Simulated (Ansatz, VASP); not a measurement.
Ag: VASP beside Ansatz

```
CELL_PARAMETERS angstrom
2.93306 0.00000 0.00000
0.00000 2.93306 0.00000
0.00000 0.00000 22.22200
ATOMIC_POSITIONS crystal
Ag 0.25000 0.25000 0.36201
Ag 0.75000 0.75000 0.45336
Ag 0.25000 0.25000 0.54664
Ag 0.75000 0.75000 0.63799
```

Alike in both runs: functional PBE; k mesh 12 × 12 × 1; occupations fermi-dirac, width 0.1 eV; no spin polarisation.

Ansatz relaxed the structure, and its values are those at the end. VASP's run is a single point on that final structure, the one shown.

```csv
,VASP,Ansatz
version,VASP 6.6.1,Ansatz 0.2.0
potentials or method,"VASP PAW PBE potentials, release 64 (Ag), cutoff 520 eV","all-electron LAPW, scalar-relativistic"
```

```tsv
	VASP	Ansatz	Ansatz less VASP
rms of the force components (eV/Å)	0.004	0.004	-0.0005
```

Ansatz ran all-electron here, and VASP with PAW potentials.
